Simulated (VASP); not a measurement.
# SiC in VASP: notebook

Runs on SiC. Level: HSE06. Tasks: single point.

Program: VASP 6.6.1. These are calculated values, not measurements. Logs are shortened: lines on timing, memory, paths and dates and some standing lists are left out, and cuts for length are marked.

### 1 The cell of the first run

It takes space group I-4m2 (No. 119, tetragonal). The conventional cell has a = 3.080 Å, b = 3.080 Å, c = 4.574 Å, α = 90.00°, β = 90.00°, γ = 90.00°. Within 2.5 Å of Si (site symmetry -4m2) lie 4 C at 1.92 Å. Within 2.5 Å of C (site symmetry -4m2) lie 4 Si at 1.92 Å.

### 2 Single point, HSE06 (uniaxial z strain +5.0%)

POSCAR

```
SiC
1.0
    0.0000000000      2.1780523450      2.2869549622
    2.1780523450      0.0000000000      2.2869549622
    2.1780523450      2.1780523450      0.0000000000
Si C
1 1
Direct
    0.0000000000      0.0000000000      0.0000000000
    0.2500000000      0.2500000000      0.2500000000
```

INCAR.step1

```
SYSTEM = SiC
ALGO = Normal
EDIFF = 1E-5
ENCUT = 520
GGA = PE
ISIF = 2
ISMEAR = 0
LASPH = .True.
LCHARG = .False.
LREAL = .False.
LWAVE = .True.
NBANDS = 11
NELM = 100
PREC = Accurate
SIGMA = 0.01
```

INCAR.step2

```
SYSTEM = SiC
ALGO = Normal
EDIFF = 1E-6
ENCUT = 520
GGA = PE
HFSCREEN = 0.2079
ISIF = 2
ISMEAR = 0
ISTART = 1
LASPH = .True.
LCHARG = .False.
LHFCALC = .True.
LREAL = .False.
LWAVE = .False.
NBANDS = 11
NELM = 100
PREC = Accurate
PRECFOCK = Normal
SIGMA = 0.01
```

KPOINTS

```
k-points
0
Gamma
  8 8 8
  0 0 0
```

Potentials or basis: VASP PAW PBE potentials, release 64 (Si, C).

Run with:

```console
> cat potpaw_PBE.64/Si/POTCAR potpaw_PBE.64/C/POTCAR > POTCAR
> cp INCAR.step1 INCAR
> mpirun -np 1 vasp_std > vasp.out
> cp INCAR.step2 INCAR
> mpirun -np 1 vasp_std > vasp.out
```

OUTCAR:

```text
SYSTEM = SiC
   EDIFF = 1E-6
   ENCUT = 520
   GGA = PE
   HFSCREEN = 0.2079
   ISIF = 2
   ISMEAR = 0
   ISTART = 1
   LASPH = .True.
   LHFCALC = .True.
   LREAL = .False.
   NELM = 100
   PREC = Accurate
   PRECFOCK = Normal

 ion  position               nearest neighbor table
   1  0.000  0.000  0.000-   2 1.92   2 1.92   2 1.92   2 1.92
   2  0.250  0.250  0.250-   1 1.92   1 1.92   1 1.92   1 1.92

  LATTYP: Found a body centered tetragonal cell.
 ALAT       =     3.0802311659
 C/A-ratio  =     1.4849242405

  Lattice vectors:

 A1 = (  -2.1780523450,   0.0000000000,   2.2869549622)
 A2 = (   2.1780523450,   0.0000000000,   2.2869549622)
 A3 = (   0.0000000000,   2.1780523450,  -2.2869549622)

Analysis of symmetry for initial positions (statically):
=====================================================================
 Subroutine PRICEL returns:
 Original cell was already a primitive cell.

 Routine SETGRP: Setting up the symmetry group for a
 body centered tetragonal supercell.

 Subroutine GETGRP returns: Found  8 space group operations
 (whereof  8 operations were pure point group operations)
 out of a pool of 16 trial point group operations.

The static configuration has the point symmetry D_2d.

Analysis of symmetry for dynamics (positions and initial velocities):
=====================================================================
 Subroutine PRICEL returns:
 Original cell was already a primitive cell.

 Routine SETGRP: Setting up the symmetry group for a
 body centered tetragonal supercell.

 Subroutine GETGRP returns: Found  8 space group operations
 (whereof  8 operations were pure point group operations)
 out of a pool of 16 trial point group operations.

The dynamic configuration has the point symmetry D_2d.

 Subroutine INISYM returns: Found  8 space group operations
 (whereof  8 operations are pure point group operations),
 and found     1 'primitive' translations

----------------------------------------------------------------------------------------

                                     Primitive cell

  volume of cell :      21.6982

  direct lattice vectors                    reciprocal lattice vectors
     0.000000000  2.178052345  2.286954962    -0.229562894  0.229562894  0.218631328
     2.178052345  0.000000000  2.286954962     0.229562894 -0.229562894  0.218631328
     2.178052345  2.178052345  0.000000000     0.229562894  0.229562894 -0.218631328

  length of vectors
     3.158175900  3.158175900  3.080231166     0.391405036  0.391405036  0.391405036

  position of ions in fractional coordinates (direct lattice)
     0.000000000  0.000000000  0.000000000
     0.250000000  0.250000000  0.250000000

  ion indices of the primitive-cell ions
   primitive index   ion index
                 1           1
                 2           2

----------------------------------------------------------------------------------------

 KPOINTS: k-points

Automatic generation of k-mesh.
 Grid dimensions read from file:
 generate k-points for:    8    8    8

 Generating k-lattice:

  Cartesian coordinates                     Fractional coordinates (reciprocal lattice)
    -0.028695362  0.028695362  0.027328916     0.125000000  0.000000000  0.000000000
     0.028695362 -0.028695362  0.027328916     0.000000000  0.125000000  0.000000000
     0.028695362  0.028695362 -0.027328916    -0.000000000 -0.000000000  0.125000000

  Length of vectors
     0.048925630  0.048925630  0.048925630

  Shift w.r.t. Gamma in fractional coordinates (k-lattice)
     0.000000000  0.000000000  0.000000000

 Subroutine IBZKPT returns following result:
 ===========================================

 Found     59 irreducible k-points:

 Following reciprocal coordinates:
            Coordinates               Weight
  0.000000  0.000000  0.000000      1.000000
  0.125000  0.000000  0.000000      8.000000
  0.250000  0.000000  0.000000      8.000000
  0.375000  0.000000  0.000000      8.000000
  0.500000  0.000000  0.000000      4.000000
  0.125000  0.125000  0.000000      2.000000
[... 16 lines left out ...]
  0.250000  0.000000  0.125000     16.000000
  0.375000 -0.000000  0.125000     16.000000
 [... further k-points ...]
   k-points           NKPTS =     59   k-points in BZ     NKDIM =    512   number of bands    NBANDS=     11
   number of dos      NEDOS =    301   number of ions     NIONS =      2
   total plane-waves  NPLWV =  13824
   dimension x,y,z NGX =    24 NGY =   24 NGZ =   24
   dimension x,y,z NGXF=    48 NGYF=   48 NGZF=   48
   ions per type =               1   1
   NGX,Y,Z   is equivalent  to a cutoff of  12.63, 12.63, 12.95 a.u.
   NGXF,Y,Z  is equivalent  to a cutoff of  25.27, 25.27, 25.91 a.u.
 SYSTEM =  SiC
   PREC   = accura    normal or accurate (medium, high low for compatibility)
   ISTART =      1    job   : 0-new  1-cont  2-samecut
   ICHARG =      0    charge: 1-file 2-atom 10-const
   ISPIN  =      1    spin polarized calculation?
   LNONCOLLINEAR =      F non collinear calculations
   LSORBIT =      F    spin-orbit coupling
   LASPH  =      T    aspherical Exc in radial PAW
   ENCUT  =  520.0 eV  38.22 Ry    6.18 a.u.   5.87  5.87  5.73*2*pi/ulx,y,z
   NELM   =    100;   NELMIN=  2; NELMDL=  0     # of ELM steps
   EDIFF  = 0.1E-05   stopping-criterion for ELM
   LREAL  =      F    real-space projection
   EDIFFG = 0.1E-04   stopping-criterion for IOM
   NSW    =      0    number of steps for IOM
   IBRION =     -1    ionic relax: 0-MD 1-quasi-New 2-CG
   NFREE  =      0    steps in history (QN), initial steepest desc. (CG)
   ISIF   =      2    stress and relaxation
   ISYM   =      3    0-nonsym 1-usesym 2-fastsym
   POTIM  = 0.5000    time-step for ionic-motion
   TEBEG  =    0.0;   TEEND  =   0.0 temperature during run
   PSTRESS=    0.0 pullay stress
   NELECT =       8.0000    total number of electrons
   NUPDOWN=      -1.0000    fix difference up-down
   EMIN   =  10.00;   EMAX   =-10.00  energy-range for DOS
   EFERMI =   0.00;   METHOD = LEGACY
   ISMEAR =     0;   SIGMA  =   0.01  broadening in eV -4-tet -1-fermi 0-gaus
   EFERMI_NEDOS =   21; number of points for ismear=-14 and -15
   IALGO  =     38    algorithm
   IMIX   =      1    mixing-type and parameters
     AMIX     =   0.40;   BMIX     =  1.00
     AMIX_MAG =   1.60;   BMIX_MAG =  1.00
  volume/ion in A,a.u.               =      10.85        73.21
  Fermi-wavevector in a.u.,A,eV,Ry     =   1.173897  2.218344 18.749301  1.378035
  Thomas-Fermi vector in A             =   2.310303
   LORBIT       =      0    0 simple, 1 ext, 2 COOP (PROOUT), +10 PAW based schemes
   GGA     = PE    functional components
   LHFCALC =     T    Hartree Fock is set to
   PRECFOCK=normal    Normal, Fast or Accurate (Low or Medium for compatibility)
   ENCUT4O =  -1.0   cutoff for four orbital integrals eV
   NKREDX  =     1    reduce k-point grid by
   NKREDY  =     1    reduce k-point grid by
   NKREDZ  =     1    reduce k-point grid by
   AEXX    =    0.2500 exact exchange contribution
   HFSCREEN=    0.2079 screening length (either q_TF or 0.3 A-1)
   HFSCREENC=   0.2079 screening length for correlation (either q_TF or 0.3 A-1)
   ENCUTFOCK=  -1.0 apply spherical cutoff to Coloumb kernel
   IVDW    =     0    specifies the selected vdW correction
   LEPSILON=     F    determine dielectric tensor
   LRPA    =     F    only Hartree local field effects (RPA)
 non-spin polarized calculation
 Gauss-broadening in eV      SIGMA  =   0.01
  energy-cutoff  :      520.00
  volume of cell :       21.70
 maximum number of plane-waves:       604
  NGX = 18; NGY = 18; NGZ = 18

 number of electron       8.0000001 magnetization

 Free energy of the ion-electron system (eV)
  ---------------------------------------------------
  ext. energy  EPLUGINS =         0.00000000
  ---------------------------------------------------
  free energy    TOTEN  =       -17.34894672 eV

  energy without entropy =      -17.34894672  energy(sigma->0) =      -17.34894672

 E-fermi :   7.2702     XC(G=0):  -9.2012

 val. band max:        7.1153056734   @ k =   0.0000   0.0000   0.0000
 cond. band min:       9.1122606915   @ k =   0.5000   0.0000   0.5000
 fundamental gap:      1.9969550180
 Fermi energy:         7.2701925861

 k-point     1 :       0.0000    0.0000    0.0000
  band No.  band energies     occupation
      1      -9.6128      2.00000
      2       6.7492      2.00000
      3       7.1153      2.00000
      4       7.1153      2.00000
      5      13.9028      0.00000
      6      15.1867      0.00000
      7      15.1867      0.00000
      8      15.3161      0.00000
      9      21.9123      0.00000
     10      23.5219      0.00000
     11      24.1982      0.00000

 k-point     2 :       0.1250    0.0000    0.0000
  band No.  band energies     occupation
      1      -9.2935      2.00000
      2       5.3844      2.00000
      3       6.6339      2.00000
      4       6.9332      2.00000
      5      14.2069      0.00000
      6      15.4712      0.00000
      7      15.5952      0.00000
      8      15.8743      0.00000
      9      20.8687      0.00000
     10      22.0555      0.00000
     11      24.1842      0.00000

 k-point     3 :       0.2500    0.0000    0.0000
  band No.  band energies     occupation
      1      -8.3615      2.00000
      2       2.3777      2.00000
      3       6.1072      2.00000
      4       6.5639      2.00000
      5      13.6441      0.00000
      6      15.7395      0.00000
      7      16.0978      0.00000
      8      17.4412      0.00000
      9      21.1144      0.00000
     10      21.4697      0.00000
     11      23.3000      0.00000
[... 267 lines left out ...]
 k-point    23 :       0.2500    0.0000    0.1250
  band No.  band energies     occupation
      1      -8.4326      2.00000
      2       3.4064      2.00000
      3       5.5216      2.00000
      4       6.0280      2.00000
      5      13.5079      0.00000
      6      15.4260      0.00000
      7      16.5687      0.00000
      8      17.3072      0.00000
      9      19.9531      0.00000
     10      22.8234      0.00000
     11      25.2741      0.00000

 k-point    24 :       0.3750   -0.0000    0.1250
  band No.  band energies     occupation
      1      -7.1576      2.00000
      2       0.5014      2.00000
      3       5.0990      2.00000
      4       5.5337      2.00000
      5      13.1554      0.00000
      6      15.5653      0.00000
      7      16.8502      0.00000
      8      17.3978      0.00000
      9      21.3363      0.00000
     10      24.3082      0.00000
     11      25.3120      0.00000

 [... further k-points ...]

------------------------ aborting loop because EDIFF is reached ----------------------------------------

  FORCE on cell =-STRESS in cart. coord.  units (eV):
  Direction    XX          YY          ZZ          XY          YZ          ZX
  --------------------------------------------------------------------------------------
  -------------------------------------------------------------------------------------
  Total       -0.9267834     -0.9267834     -2.9125350      0.0000000      0.0000000      0.0000000
  in kB      -68.4328455    -68.4328455   -215.0589398      0.0000000      0.0000000      0.0000000
  external PRESSURE =    -117.3082103 kB  Pullay stress =       0.0000000 kB

 VOLUME and BASIS-vectors are now :
 -----------------------------------------------------------------------------
  energy-cutoff  :      520.00
  volume of cell :       21.70
      direct lattice vectors                 reciprocal lattice vectors
     0.000000000  2.178052345  2.286954962    -0.229562894  0.229562894  0.218631328
     2.178052345  0.000000000  2.286954962     0.229562894 -0.229562894  0.218631328
     2.178052345  2.178052345  0.000000000     0.229562894  0.229562894 -0.218631328

 POSITION                                       TOTAL-FORCE (eV/Angst)
 -----------------------------------------------------------------------------------
      0.00000      0.00000      0.00000         0.000000      0.000000      0.000000
      1.08903      1.08903      1.14348        -0.000000     -0.000000     -0.000000
 -----------------------------------------------------------------------------------
    total drift:                                0.000000      0.000000     -0.000000

  FREE ENERGIE OF THE ION-ELECTRON SYSTEM (eV)
  ---------------------------------------------------
  free  energy   TOTEN  =       -17.3489467242 eV

  energy  without entropy=      -17.3489467242  energy(sigma->0) =      -17.34894672
```

Wall time 28 min (1 thread of Intel Xeon Platinum 8488C (Sapphire Rapids), shared host); peak memory 0.26 GiB.

Results:

| Quantity | Value |
| --- | --- |
| Free energy | -17.3489 eV |
| Pressure | -11.7 GPa |
| Band gap on the k mesh | 2.00 eV (least direct gap 5.60 eV) |

Caveat: the cell differs from its parent crystal (uniaxial z strain +5.0%); the stress differs along the axes, from -22 to -7 GPa; the PAW data sets were made with another functional, which shifts forces and pressure a little.

### 3 Single point, HSE06 (epitaxial 111 strain -4.0%)

POSCAR

```
SiC
1.0
    0.0697494702      2.1606797213      2.1606797213
    2.1606797213      0.0697494702      2.1606797213
    2.1606797213      2.1606797213      0.0697494702
Si C
1 1
Direct
    0.0017486237      0.0017486237      0.0017486237
    0.2482513763      0.2482513763      0.2482513763
```

INCAR.step1

```
ALGO     = Normal         # electronic algorithm
EDIFF    = 1E-5           # SCF threshold, eV
ENCUT    = 520            # plane-wave cutoff, eV
GGA      = PE             # functional
ISIF     = 2              # what is computed and relaxed
ISMEAR   = 0              # smearing method
LASPH    = T              # aspherical terms in the spheres
LCHARG   = F              # write CHGCAR
LREAL    = F              # projectors in reciprocal space
LWAVE    = T              # write WAVECAR
NBANDS   = 11             # bands
NELM     = 80             # most SCF steps
PREC     = Accurate       # precision mode
SIGMA    = 0.01           # smearing width, eV
```

INCAR.step2

```
ALGO     = Normal         # electronic algorithm
EDIFF    = 1E-6           # SCF threshold, eV
ENCUT    = 520            # plane-wave cutoff, eV
GGA      = PE             # functional
HFSCREEN = 0.2079         # screening, 1/A
ISIF     = 2              # what is computed and relaxed
ISMEAR   = 0              # smearing method
ISTART   = 1            
LASPH    = T              # aspherical terms in the spheres
LCHARG   = F              # write CHGCAR
LHFCALC  = T              # exact exchange
LREAL    = F              # projectors in reciprocal space
LWAVE    = F              # write WAVECAR
NBANDS   = 11             # bands
NELM     = 80             # most SCF steps
PREC     = Accurate       # precision mode
PRECFOCK = Normal       
SIGMA    = 0.01           # smearing width, eV
```

KPOINTS

```
k-points
0
Gamma
  8 8 8
```

Potentials or basis: VASP PAW PBE potentials, release 64 (Si, C).

Run with:

```console
> cat potpaw_PBE.64/Si/POTCAR potpaw_PBE.64/C/POTCAR > POTCAR
> cp INCAR.step1 INCAR
> mpirun -np 1 vasp_std > vasp.out
> cp INCAR.step2 INCAR
> mpirun -np 1 vasp_std > vasp.out
```

It took 77 min on 1 thread of Oxide Virtual Turin-like, shared host; peak memory 0.23 GiB.

The run converged. Its results:

```
Free energy            : -17.2976 eV
Pressure               : 17.9 GPa
Largest force          : 0.015 eV/Å
Band gap on the k mesh : 1.91 eV (least direct gap 5.43 eV)
```

Forces on the atoms (eV/Å):
```
Si   0.008  0.008  0.008
C   -0.008 -0.008 -0.008
```

Stress tensor (GPa, compression positive):
```
17.94 -9.70 -9.70
-9.70 17.94 -9.70
-9.70 -9.70 17.94
```

Levels at points of the mesh, in eV from the valence-band top:
| k point | band 2 | band 3 | band 4 | band 5 | band 6 | band 7 |
| --- | --- | --- | --- | --- | --- | --- |
| (0.00, 0.00, 0.00) | -0.60 | 0.00 | 0.00 | 7.25 | 9.23 | 9.38 |
| (0.50, 0.00, 0.00) | -9.94 | -1.62 | -1.35 | 6.84 | 8.22 | 8.74 |
| (0.50, 0.50, 0.00) | -8.99 | -4.16 | -3.52 | 1.91 | 5.54 | 16.40 |
| (0.50, 0.50, 0.50) | -10.19 | -1.01 | -1.01 | 7.94 | 9.13 | 9.13 |

Caveat: the cell differs from its parent crystal (epitaxial 111 strain -4.0%); the cell stands under pressure; the PAW data sets were made with another functional, which shifts forces and pressure a little. A k mesh can miss the band edges.

[end of part 1 of 2]
